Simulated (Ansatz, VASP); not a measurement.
## Two plane-wave programs on SrTiO3

```
Sr Ti O
1.0
     3.90685    0.00000    0.00000
     0.00000    3.90685    0.00000
     0.00000    0.00000    3.90685
Sr Ti O
1 1 3
Direct
  0.00000 0.00000 0.00000
  0.50000 0.50000 0.50000
  0.50000 0.50000 0.00000
  0.50000 0.00000 0.50000
  0.00000 0.50000 0.50000
```

Alike in both runs: task single point; functional r2SCAN; k mesh 6 × 6 × 6; no spin polarisation.

```csv
,VASP,Ansatz
version,VASP 6.6.1,Ansatz 0.2.0
potentials or method,"VASP PAW PBE potentials, release 64 (Sr_sv, Ti_sv, O)","plane waves, PAW"
plane-wave cutoff (eV),520,500
occupations,"gaussian, width 0.01 eV",fixed
valence electrons in the cell,40,40
```

```csv
,VASP,Ansatz,Ansatz less VASP
gap on the k mesh at the Fermi level (eV),2.27,2.26,-0.012
pressure (GPa),0.9,0.0,-0.92
```

VASP's potentials were made for PBE, not for r2SCAN.
